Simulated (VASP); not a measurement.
# Cl (Fm-3m) in VASP: single point with PBEsol+D3(BJ)

Aim: the single point of Cl with PBEsol+D3(BJ).

Everything below comes from runs of VASP 6.6.1. Logs are shortened: lines on timing, memory, paths and dates and some standing lists are left out, and cuts for length are marked.

## 1. The cell of the first run

Symmetry: Fm-3m, No. 225, cubic system. Conventional cell: a = 6.293 Å, b = 6.293 Å, c = 6.293 Å, α = 90.00°, β = 90.00°, γ = 90.00°. Within 5.8 Å of Cl (site symmetry m-3m) lie 12 Cl at 4.45 Å.

## 2. Single point, PBEsol+D3(BJ)

INCAR

```
PREC = Accurate ; ENCUT = 500
EDIFF = 1E-6 ; ISMEAR = -1
SIGMA = 0.15 ; LREAL = False
LASPH = True ; NELM = 120
ALGO = Normal ; ISIF = 2
LWAVE = False ; LCHARG = True
GGA = PS ; IVDW = 12
LELF = True ; LVHAR = True
NBANDS = 10 ; GGA_COMPAT = False
```

KPOINTS

```
Automatic mesh
0
Gamma
  5 5 5
```

POSCAR

```
Cl
1.0
    0.0000000000      3.1464700000      3.1464700000
    3.1464700000      0.0000000000      3.1464700000
    3.1464700000      3.1464700000      0.0000000000
Cl
1
Direct
    0.5000000000      0.5000000000      0.5000000000
```

Potentials or basis: VASP PAW PBE potentials, release 64 (Cl).

Launch:

```bash
$ cat potpaw_PBE.64/Cl/POTCAR > POTCAR
$ mpirun -np 1 vasp_std > vasp.out
```

OUTCAR:

```text
PREC = Accurate
   ENCUT = 500
   EDIFF = 1E-6
   ISMEAR = -1
   LREAL = False
   LASPH = True
   NELM = 120
   ISIF = 2
   GGA = PS
   IVDW = 12
 IVDW          = 12

 ion  position               nearest neighbor table
   1  0.500  0.500  0.500-

  LATTYP: Found a face centered cubic cell.
 ALAT       =     6.2929400000

  Lattice vectors:

 A1 = (   0.0000000000,   3.1464700000,   3.1464700000)
 A2 = (   3.1464700000,   0.0000000000,   3.1464700000)
 A3 = (   3.1464700000,   3.1464700000,   0.0000000000)

Analysis of symmetry for initial positions (statically):
=====================================================================
 Subroutine PRICEL returns:
 Original cell was already a primitive cell.

 Routine SETGRP: Setting up the symmetry group for a
 face centered cubic supercell.

 Subroutine GETGRP returns: Found 48 space group operations
[... 9 lines left out ...]

 Routine SETGRP: Setting up the symmetry group for a
 face centered cubic supercell.

 Subroutine GETGRP returns: Found 48 space group operations
[... 11 lines left out ...]
                                     Primitive cell

  volume of cell :      62.3018

  direct lattice vectors                    reciprocal lattice vectors
     0.000000000  3.146470000  3.146470000    -0.158908237  0.158908237  0.158908237
     3.146470000  0.000000000  3.146470000     0.158908237 -0.158908237  0.158908237
     3.146470000  3.146470000  0.000000000     0.158908237  0.158908237 -0.158908237

  length of vectors
     4.449780548  4.449780548  4.449780548     0.275237140  0.275237140  0.275237140

  position of ions in fractional coordinates (direct lattice)
     0.500000000  0.500000000  0.500000000

  ion indices of the primitive-cell ions
   primitive index   ion index
                 1           1

----------------------------------------------------------------------------------------

 KPOINTS: Automatic mesh

Automatic generation of k-mesh.
 Grid dimensions read from file:
 generate k-points for:    5    5    5

 Generating k-lattice:

  Cartesian coordinates                     Fractional coordinates (reciprocal lattice)
    -0.031781647  0.031781647  0.031781647     0.200000000  0.000000000  0.000000000
     0.031781647 -0.031781647  0.031781647     0.000000000  0.200000000  0.000000000
[... 42 lines left out ...]
   NELM   =    120;   NELMIN=  2; NELMDL= -5     # of ELM steps
   EDIFF  = 0.1E-05   stopping-criterion for ELM
   LREAL  =      F    real-space projection
   EDIFFG = 0.1E-04   stopping-criterion for IOM
   NSW    =      0    number of steps for IOM
   IBRION =     -1    ionic relax: 0-MD 1-quasi-New 2-CG
   NFREE  =      0    steps in history (QN), initial steepest desc. (CG)
   ISIF   =      2    stress and relaxation
   ISYM   =      2    0-nonsym 1-usesym 2-fastsym
   POTIM  = 0.5000    time-step for ionic-motion
   TEBEG  =    0.0;   TEEND  =   0.0 temperature during run
   PSTRESS=    0.0 pullay stress
   NELECT =       7.0000    total number of electrons
   NUPDOWN=      -1.0000    fix difference up-down
   EMIN   =  10.00;   EMAX   =-10.00  energy-range for DOS
   EFERMI =   0.00;   METHOD = LEGACY
   ISMEAR =    -1;   SIGMA  =   0.15  broadening in eV -4-tet -1-fermi 0-gaus
   EFERMI_NEDOS =   21; number of points for ismear=-14 and -15
   IALGO  =     38    algorithm
   IMIX   =      4    mixing-type and parameters
     AMIX     =   0.40;   BMIX     =  1.00
     AMIX_MAG =   1.60;   BMIX_MAG =  1.00
  volume/ion in A,a.u.               =      62.30       420.43
  Fermi-wavevector in a.u.,A,eV,Ry     =   0.789964  1.492815  8.490620  0.624043
  Thomas-Fermi vector in A             =   1.895211
   LORBIT       =      0    0 simple, 1 ext, 2 COOP (PROOUT), +10 PAW based schemes
   GGA     = PS    functional components
   LHFCALC =     F    Hartree Fock is set to
   AEXX    =    0.0000 exact exchange contribution
   IVDW    =    12    specifies the selected vdW correction
   LEPSILON=     F    determine dielectric tensor
   LRPA    =     F    only Hartree local field effects (RPA)
 non-spin polarized calculation
  energy-cutoff  :      500.00
  volume of cell :       62.30
 maximum number of plane-waves:      1596
   NGX = 17   NGY = 17   NGZ = 17

 number of electron       7.0000001 magnetization

 Free energy of the ion-electron system (eV)
  ---------------------------------------------------
  ext. energy  EPLUGINS =         0.00000000
  ---------------------------------------------------
  free energy    TOTEN  =        -0.50999146 eV

  energy without entropy =       -0.15452951  energy(sigma->0) =       -0.33226049

 E-fermi :  -5.2900     XC(G=0):  -5.1654

 val. band max:       -5.3263465925   @ k =   0.0000   0.0000   0.0000
 cond. band min:       1.5883202879   @ k =   0.0000   0.0000   0.0000
 fundamental gap:      6.9146668804
 Fermi energy:        -5.2900433264

 k-point     1 :       0.0000    0.0000    0.0000
  band No.  band energies     occupation
      1     -17.7221      2.00000
      2      -5.3263      1.12042
      3      -5.3263      1.12042
      4      -5.3263      1.12042
      5       1.5883      0.00000
      6       7.6578      0.00000
      7       7.6578      0.00000
      8       7.6578      0.00000
      9       9.4581      0.00000
     10       9.4581      0.00000
[... 105 lines left out ...]
 k-point    10 :      -0.4000    0.4000    0.2000
  band No.  band energies     occupation
      1     -17.6371      2.00000
      2      -5.8023      1.93633
      3      -5.6477      1.83123
      4      -5.5063      1.61735
      5       4.6149      0.00000
      6       5.7096      0.00000
      7       5.7411      0.00000
      8       7.8426      0.00000
      9       9.8183      0.00000
     10      10.3947      0.00000

------------------------ aborting loop because EDIFF is reached ----------------------------------------

 Edisp (eV)   -0.05573

 E8    (eV) :    -0.0310

  FORCE on cell =-STRESS in cart. coord.  units (eV):
  Direction    XX          YY          ZZ          XY          YZ          ZX
  --------------------------------------------------------------------------------------
  -------------------------------------------------------------------------------------
  Total      -0.35942    -0.35942    -0.35942    -0.00000    -0.00000     0.00000
  in kB      -9.24291    -9.24291    -9.24291    -0.00000    -0.00000     0.00000
  external pressure =       -9.24 kB  Pullay stress =        0.00 kB

 VOLUME and BASIS-vectors are now :
 -----------------------------------------------------------------------------
  energy-cutoff  :      500.00
  volume of cell :       62.30
      direct lattice vectors                 reciprocal lattice vectors
     0.000000000  3.146470000  3.146470000    -0.158908237  0.158908237  0.158908237
     3.146470000  0.000000000  3.146470000     0.158908237 -0.158908237  0.158908237
     3.146470000  3.146470000  0.000000000     0.158908237  0.158908237 -0.158908237

 POSITION                                       TOTAL-FORCE (eV/Angst)
 -----------------------------------------------------------------------------------
      3.14647      3.14647      3.14647        -0.000000     -0.000000     -0.000000
 -----------------------------------------------------------------------------------
    total drift:                               -0.000000     -0.000000      0.000000

  FREE ENERGIE OF THE ION-ELECTRON SYSTEM (eV)
  ---------------------------------------------------
  free  energy   TOTEN  =        -0.5657241089 eV

  energy  without entropy=       -0.2102621590  energy(sigma->0) =       -0.38799313
```

OSZICAR:

```text
N       E                     dE             d eps       ncg     rms          rms(c)
DAV:   1     0.381916460732E+02    0.38192E+02   -0.28474E+03   200   0.483E+02
DAV:   2     0.199614908065E+01   -0.36195E+02   -0.35806E+02   258   0.102E+02
DAV:   3    -0.491488879506E+00   -0.24876E+01   -0.23871E+01   252   0.315E+01
DAV:   4    -0.510926515000E+00   -0.19438E-01   -0.19405E-01   240   0.333E+00
DAV:   5    -0.511203203331E+00   -0.27669E-03   -0.27668E-03   256   0.396E-01    0.409E-01
DAV:   6    -0.510127303142E+00    0.10759E-02   -0.21176E-03   280   0.203E-01    0.296E-01
DAV:   7    -0.509973758922E+00    0.15354E-03   -0.10686E-03   276   0.141E-01    0.114E-01
DAV:   8    -0.509988743597E+00   -0.14985E-04   -0.27392E-05   234   0.332E-02    0.330E-03
DAV:   9    -0.509991149770E+00   -0.24062E-05   -0.10730E-06   228   0.730E-03    0.364E-03
DAV:  10    -0.509991464643E+00   -0.31487E-06   -0.42373E-07   220   0.464E-03
   1 F= -.56572411E+00 E0= -.38799313E+00  d E =-.355462E+00
```

Wall time 3.8 s (1 thread of Intel Xeon Platinum 8559C (Emerald Rapids), shared host); peak memory 0.16 GiB.

Results:

| Quantity | Value |
| --- | --- |
| Free energy | -0.5657 eV |
| Pressure | -0.9 GPa |
| Dispersion energy per atom | -0.056 eV |

Caveat: the PAW data sets were made with another functional, which shifts forces and pressure a little; an odd number of electrons without spin polarisation forces a metal; a magnetic or distorted state may lie lower; pairwise dispersion overbinds metals, which lowers pressure and volume.
